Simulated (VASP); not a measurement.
# Ag (I4/mmm) in VASP: notebook

Runs on Ag. Level: PBEsol. Tasks: single point.

All numbers are computed with VASP 6.6.1; they aren't measurements. Logs are shortened: lines on timing, memory, paths and dates and some standing lists are left out, and cuts for length are marked.

## (1) The cell of the first run

It takes space group I4/mmm (No. 139, tetragonal). Conventional cell: a = 2.803 Å, b = 2.803 Å, c = 4.209 Å, α = 90.00°, β = 90.00°, γ = 90.00°. Ag (site symmetry 4/mmm) has 12 Ag at 2.80 to 2.89 Å within 3.7 Å.

## (2) Single point, PBEsol (strain -0.030 along x and y, +0.030 along z)

Input file INCAR:

```
SYSTEM = Ag
  PREC = Accurate
  ENCUT = 520
  EDIFF = 1E-7
  ISMEAR = 0
  SIGMA = 0.15
  LREAL = .FALSE.
  LASPH = .TRUE.
  NELM = 80
  ALGO = Fast
  ISIF = 2
  LWAVE = .FALSE.
  LCHARG = .FALSE.
  GGA = PS
  NBANDS = 12
```

Input file KPOINTS:

```
regular mesh
0
G
  20 20 20
  0 0 0
```

Input file POSCAR:

```
Ag
1.0
    0.0000000000      1.9818070000      2.1043930000
    1.9818070000      0.0000000000      2.1043930000
    1.9818070000      1.9818070000      0.0000000000
Ag
1
Direct
    0.0000000000      0.0000000000      0.0000000000
```

Potentials or basis: VASP PAW PBE potentials, release 64 (Ag).

Started as:

```bash
$ cat potpaw_PBE.64/Ag/POTCAR > POTCAR
$ mpirun -np 1 vasp_std > vasp.out
```

OUTCAR:

```text
SYSTEM = Ag
   PREC = Accurate
   ENCUT = 520
   EDIFF = 1E-7
   ISMEAR = 0
   LREAL = .FALSE.
   LASPH = .TRUE.
   NELM = 80
   ISIF = 2
   GGA = PS

 ion  position               nearest neighbor table
   1  0.000  0.000  0.000-

  LATTYP: Found a body centered tetragonal cell.
 ALAT       =     2.8026983374
 C/A-ratio  =     1.5016906899

  Lattice vectors:

 A1 = (  -1.9818070000,   0.0000000000,   2.1043930000)
 A2 = (   1.9818070000,   0.0000000000,   2.1043930000)
 A3 = (   0.0000000000,   1.9818070000,  -2.1043930000)

Analysis of symmetry for initial positions (statically):
=====================================================================
 Subroutine PRICEL returns:
 Original cell was already a primitive cell.

 Routine SETGRP: Setting up the symmetry group for a
 body centered tetragonal supercell.

 Subroutine GETGRP returns: Found 16 space group operations
 (whereof 16 operations were pure point group operations)
 out of a pool of 16 trial point group operations.

The static configuration has the point symmetry D_4h.

Analysis of symmetry for dynamics (positions and initial velocities):
=====================================================================
 Subroutine PRICEL returns:
 Original cell was already a primitive cell.

 Routine SETGRP: Setting up the symmetry group for a
 body centered tetragonal supercell.

 Subroutine GETGRP returns: Found 16 space group operations
 (whereof 16 operations were pure point group operations)
 out of a pool of 16 trial point group operations.

The dynamic configuration has the point symmetry D_4h.

 Subroutine INISYM returns: Found 16 space group operations
 (whereof 16 operations are pure point group operations),
 and found     1 'primitive' translations

----------------------------------------------------------------------------------------

                                     Primitive cell

  volume of cell :      16.5303

  direct lattice vectors                    reciprocal lattice vectors
     0.000000000  1.981807000  2.104393000    -0.252295001  0.252295001  0.237598205
     1.981807000  0.000000000  2.104393000     0.252295001 -0.252295001  0.237598205
     1.981807000  1.981807000  0.000000000     0.252295001  0.252295001 -0.237598205

  length of vectors
     2.890679658  2.890679658  2.802698337     0.428670553  0.428670553  0.428670553

  position of ions in fractional coordinates (direct lattice)
     0.000000000  0.000000000  0.000000000

  ion indices of the primitive-cell ions
   primitive index   ion index
                 1           1

----------------------------------------------------------------------------------------

 KPOINTS: regular mesh

Automatic generation of k-mesh.
 Grid dimensions read from file:
 generate k-points for:   20   20   20

 Generating k-lattice:

  Cartesian coordinates                     Fractional coordinates (reciprocal lattice)
    -0.012614750  0.012614750  0.011879910     0.050000000 -0.000000000  0.000000000
     0.012614750 -0.012614750  0.011879910    -0.000000000  0.050000000  0.000000000
     0.012614750  0.012614750 -0.011879910     0.000000000  0.000000000  0.050000000

  Length of vectors
     0.021433528  0.021433528  0.021433528

  Shift w.r.t. Gamma in fractional coordinates (k-lattice)
     0.000000000  0.000000000  0.000000000

 Subroutine IBZKPT returns following result:
 ===========================================

 Found    641 irreducible k-points:

 Following reciprocal coordinates:
            Coordinates               Weight
  0.000000  0.000000  0.000000      1.000000
  0.050000  0.000000  0.000000      8.000000
  0.100000  0.000000  0.000000      8.000000
  0.150000  0.000000  0.000000      8.000000
  0.200000  0.000000  0.000000      8.000000
  0.250000  0.000000  0.000000      8.000000
[... 16 lines left out ...]
 -0.400000  0.050000  0.000000      8.000000
 -0.350000  0.050000  0.000000      8.000000
 [... further k-points ...]
   k-points           NKPTS =    641   k-points in BZ     NKDIM =    641   number of bands    NBANDS=     12
   number of dos      NEDOS =    301   number of ions     NIONS =      1
   total plane-waves  NPLWV =  13824
   dimension x,y,z NGX =    24 NGY =   24 NGZ =   24
   dimension x,y,z NGXF=    48 NGYF=   48 NGZF=   48
   ions per type =               1
   NGX,Y,Z   is equivalent  to a cutoff of  13.80, 13.80, 14.24 a.u.
   NGXF,Y,Z  is equivalent  to a cutoff of  27.61, 27.61, 28.47 a.u.
 SYSTEM =  Ag
   PREC   = accura    normal or accurate (medium, high low for compatibility)
   ISTART =      0    job   : 0-new  1-cont  2-samecut
   ICHARG =      2    charge: 1-file 2-atom 10-const
   ISPIN  =      1    spin polarized calculation?
   LNONCOLLINEAR =      F non collinear calculations
   LSORBIT =      F    spin-orbit coupling
   LASPH  =      T    aspherical Exc in radial PAW
   ENCUT  =  520.0 eV  38.22 Ry    6.18 a.u.   5.37  5.37  5.21*2*pi/ulx,y,z
   NELM   =     80;   NELMIN=  2; NELMDL= -5     # of ELM steps
   EDIFF  = 0.1E-06   stopping-criterion for ELM
   LREAL  =      F    real-space projection
   EDIFFG = 0.1E-05   stopping-criterion for IOM
   NSW    =      0    number of steps for IOM
   IBRION =     -1    ionic relax: 0-MD 1-quasi-New 2-CG
   NFREE  =      0    steps in history (QN), initial steepest desc. (CG)
   ISIF   =      2    stress and relaxation
   ISYM   =      2    0-nonsym 1-usesym 2-fastsym
   POTIM  = 0.5000    time-step for ionic-motion
   TEBEG  =    0.0;   TEEND  =   0.0 temperature during run
   PSTRESS=    0.0 pullay stress
   NELECT =      11.0000    total number of electrons
   NUPDOWN=      -1.0000    fix difference up-down
   EMIN   =  10.00;   EMAX   =-10.00  energy-range for DOS
   EFERMI =   0.00;   METHOD = LEGACY
   ISMEAR =     0;   SIGMA  =   0.15  broadening in eV -4-tet -1-fermi 0-gaus
   EFERMI_NEDOS =   21; number of points for ismear=-14 and -15
   IALGO  =     68    algorithm
   IMIX   =      4    mixing-type and parameters
     AMIX     =   0.40;   BMIX     =  1.00
     AMIX_MAG =   1.60;   BMIX_MAG =  1.00
  volume/ion in A,a.u.               =      16.53       111.55
  Fermi-wavevector in a.u.,A,eV,Ry     =   1.429264  2.700918 27.793932  2.042796
  Thomas-Fermi vector in A             =   2.549237
   LORBIT       =      0    0 simple, 1 ext, 2 COOP (PROOUT), +10 PAW based schemes
   GGA     = PS    functional components
   LHFCALC =     F    Hartree Fock is set to
   AEXX    =    0.0000 exact exchange contribution
   IVDW    =     0    specifies the selected vdW correction
   LEPSILON=     F    determine dielectric tensor
   LRPA    =     F    only Hartree local field effects (RPA)
 non-spin polarized calculation
 RMM-DIIS sequential band-by-band and
 Gauss-broadening in eV      SIGMA  =   0.15
  energy-cutoff  :      520.00
  volume of cell :       16.53
 maximum number of plane-waves:       460
 NGX is ok and might be reduce to    24
   NGX = 11   NGY = 11   NGZ = 11

 number of electron      11.0000003 magnetization

 Free energy of the ion-electron system (eV)
  ---------------------------------------------------
  ext. energy  EPLUGINS =         0.00000000
  ---------------------------------------------------
  free energy    TOTEN  =        -3.30621680 eV

  energy without entropy =       -3.30382907  energy(sigma->0) =       -3.30502293

 E-fermi :   8.6767     XC(G=0): -12.5975

 val. band max:        8.6709483689   @ k =  -0.3500   0.1500   0.1000
 cond. band min:       8.7054804416   @ k =  -0.2000   0.3000   0.1500
 fundamental gap:      0.0345320727
 Fermi energy:         8.6767433328

 k-point     1 :       0.0000    0.0000    0.0000
  band No.  band energies     occupation
      1       0.6077      2.00000
      2       3.5140      2.00000
      3       3.9310      2.00000
      4       3.9310      2.00000
      5       4.6606      2.00000
      6       5.0939      2.00000
      7      24.7737      0.00000
      8      27.9012      0.00000
      9      28.7701      0.00000
     10      28.7701      0.00000
     11      33.3601      0.00000
     12      34.4890      0.00000

 k-point     2 :       0.0500    0.0000    0.0000
  band No.  band energies     occupation
      1       0.6883      2.00000
      2       3.5273      2.00000
      3       3.9208      2.00000
      4       3.9537      2.00000
      5       4.6563      2.00000
      6       5.0801      2.00000
      7      24.8010      0.00000
      8      27.6024      0.00000
      9      28.4095      0.00000
     10      28.8102      0.00000
     11      33.4957      0.00000
     12      34.3972      0.00000

 k-point     3 :       0.1000    0.0000    0.0000
  band No.  band energies     occupation
      1       0.9235      2.00000
      2       3.5559      2.00000
      3       3.9012      2.00000
      4       4.0158      2.00000
      5       4.6534      2.00000
      6       5.0448      2.00000
      7      24.7231      0.00000
      8      26.4312      0.00000
      9      28.3612      0.00000
     10      28.9146      0.00000
     11      32.6051      0.00000
     12      34.2551      0.00000
[... 286 lines left out ...]
 k-point    23 :      -0.4000    0.0500    0.0000
  band No.  band energies     occupation
      1       2.1685      2.00000
      2       3.6015      2.00000
      3       4.0119      2.00000
      4       5.4925      2.00000
      5       5.4930      2.00000
      6       7.3273      2.00000
      7      13.9212      0.00000
      8      23.5680      0.00000
      9      26.2333      0.00000
     10      28.0917      0.00000
     11      31.6310      0.00000
     12      32.5770      0.00000

 k-point    24 :      -0.3500    0.0500    0.0000
  band No.  band energies     occupation
      1       2.2221      2.00000
      2       3.6604      2.00000
      3       4.0658      2.00000
      4       5.1934      2.00000
      5       5.3307      2.00000
      6       6.3772      2.00000
      7      15.5681      0.00000
      8      23.8254      0.00000
      9      26.5877      0.00000
     10      28.8131      0.00000
     11      31.5662      0.00000
     12      32.4310      0.00000

 [... further k-points ...]
[... 5 lines left out ...]
  --------------------------------------------------------------------------------------
  -------------------------------------------------------------------------------------
  Total        0.1991243      0.1991243     -0.1261241      0.0000000      0.0000000     -0.0000000
  in kB       19.2999104     19.2999104    -12.2244392      0.0000000      0.0000000     -0.0000000
  external PRESSURE =       8.7917939 kB  Pullay stress =       0.0000000 kB

 VOLUME and BASIS-vectors are now :
 -----------------------------------------------------------------------------
  energy-cutoff  :      520.00
  volume of cell :       16.53
      direct lattice vectors                 reciprocal lattice vectors
     0.000000000  1.981807000  2.104393000    -0.252295001  0.252295001  0.237598205
     1.981807000  0.000000000  2.104393000     0.252295001 -0.252295001  0.237598205
     1.981807000  1.981807000  0.000000000     0.252295001  0.252295001 -0.237598205

 POSITION                                       TOTAL-FORCE (eV/Angst)
 -----------------------------------------------------------------------------------
      0.00000      0.00000      0.00000         0.000000      0.000000      0.000000
 -----------------------------------------------------------------------------------
    total drift:                               -0.000000     -0.000000     -0.000000

  FREE ENERGIE OF THE ION-ELECTRON SYSTEM (eV)
  ---------------------------------------------------
  free  energy   TOTEN  =        -3.3062167976 eV

  energy  without entropy=       -3.3038290715  energy(sigma->0) =       -3.30502293
```

Run time: 64 s. Hardware: 1 thread of Intel Xeon 6975P-C (Granite Rapids), shared host; peak memory 0.24 GiB.

What came out:

```yaml
Free_energy: -3.3062 eV
Pressure: 0.9 GPa
```

Stress tensor (GPa, compression positive):
```
 1.93  0.00  0.00
 0.00  1.93  0.00
 0.00  0.00 -1.22
```

Caveat: the cell differs from its parent crystal (strain -0.030 along x and y, +0.030 along z); the PAW data sets were made with another functional, which shifts forces and pressure a little.

## (3) Single point, PBEsol (strain +0.000 along x and y, -0.030 along z)

Input file INCAR:

```
PREC = Accurate
ENCUT = 520
EDIFF = 1E-7
ISMEAR = 0
SIGMA = 0.15
LREAL = False
LASPH = True
NELM = 100
ALGO = Normal
ISIF = 2
LWAVE = False
LCHARG = False
GGA = PS
NBANDS = 12
```

Input file KPOINTS:

```
regular mesh
0
Gamma
  20 20 20
```

Input file POSCAR:

```
Ag
1.0
    0.0000000000      2.0431000000      1.9818070000
    2.0431000000      0.0000000000      1.9818070000
    2.0431000000      2.0431000000      0.0000000000
Ag
1
Direct
    0.0000000000      0.0000000000      0.0000000000
```

Potentials or basis: VASP PAW PBE potentials, release 64 (Ag).

Started as:

```bash
$ cat potpaw_PBE.64/Ag/POTCAR > POTCAR
$ mpirun -np 1 vasp_std > vasp.out
```

Wall time 42 s (1 thread of Intel Xeon 6975P-C (Granite Rapids), shared host); peak memory 0.24 GiB.

The run converged. Its results:

* Free energy: -3.3112 eV
* Pressure: 0.6 GPa

Stress tensor (GPa, compression positive):
```
0.25 0.00 0.00
0.00 0.25 0.00
0.00 0.00 1.42
```

Levels at points of the mesh, in eV from the Fermi level:
```tsv
k point	band 2	band 3	band 4	band 5	band 6	band 7	band 8	band 9	band 10	band 11
(0.00, 0.00, 0.00)	-4.94	-4.94	-4.74	-3.88	-3.67	16.07	19.66	19.66	20.11	24.70
(0.50, 0.00, 0.00)	-4.99	-4.80	-2.97	-2.88	-0.53	3.77	15.24	17.78	18.55	22.95
(0.50, 0.50, 0.00)	-6.46	-2.96	-2.70	-2.70	1.89	7.48	10.39	10.39	17.19	17.25
(0.50, 0.00, 0.50)	-6.46	-2.96	-2.79	-2.64	1.34	6.71	10.92	10.99	17.71	17.82
```

Caveat: the cell differs from its parent crystal (strain +0.000 along x and y, -0.030 along z); the PAW data sets were made with another functional, which shifts forces and pressure a little.
